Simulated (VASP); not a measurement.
**As: relaxation of cell and atoms with PBEsol**

As:

```xyz
2
Lattice="4.5664 0.0000 0.0000 -2.2832 3.9546 0.0000 0.0000 0.0000 2.8337" Properties=species:S:1:pos:R:3 pbc="T T T"
As    0.0000    2.6364    0.0000
As    2.2832    1.3182    0.0000
```

* Program: VASP 6.6.1
* Task: relaxation of cell and atoms
* Functional: PBEsol
* Potentials or basis: VASP PAW PBE potentials, release 64 (As)
* Cutoff: 600 eV
* k mesh: 7 × 7 × 9
* Occupations: fermi-dirac, width 0.05 eV
* Spin: no spin polarisation
* Dipole correction: no
* Further INCAR settings: ALGO = Normal; EDIFF = 1e-07; IBRION = 2; EDIFFG = -0.01; NSW = 60; ISIF = 3

The relaxed volume is 24.39 Å³/atom and the relaxed cell is a = 4.484 Å, b = 4.484 Å, c = 2.802 Å, α = 90.00°, β = 90.00°, γ = 120.00°. The space group after relaxing (to 0.05 Å) is P6/mmm (No. 191). The energy gained by relaxing is 11.0 meV/atom, the ionic steps are 5 and the pressure after relaxing is 0.0 GPa. The band gap on the k mesh is zero (band 5 reaches 6.31 eV, above the bottom of band 6 at 2.64 eV).

Step by step:
```tsv
step	energy change (eV)	largest force (eV/Å)	pressure (GPa)	volume (Å³)
1	0.0000	0.0002	-2.61	51.17
2	-0.0159	0.0001	1.04	48.14
3	-0.0211	0.0001	-0.24	49.11
4	-0.0221	0.0000	0.01	48.75
5	-0.0221	0.0000	-0.02	48.79
```

Final structure:
```xyz
2
Lattice="4.4841 0.0000 0.0000 -2.2420 3.8834 0.0000 0.0000 0.0000 2.8018" Properties=species:S:1:pos:R:3 pbc="T T T"
As    0.0000    2.5889    0.0000
As    2.2421    1.2945    0.0000
```

Levels at points of the mesh, in eV from the Fermi level:
| k point | band 1 | band 2 | band 3 | band 4 | band 5 | band 6 | band 7 | band 8 | band 9 |
| --- | --- | --- | --- | --- | --- | --- | --- | --- | --- |
| (0.00, 0.00, 0.00) | -14.51 | -8.42 | -4.39 | -4.39 | 0.03 | 0.03 | 3.33 | 4.48 | 7.58 |

Wall time 73 s on 1 thread of Intel(R) Xeon(R) Platinum 8488C (Sapphire Rapids), on a shared host, peak memory 0.21 GiB.

Caveat: the PAW data sets were made with another functional, which shifts forces and pressure a little.
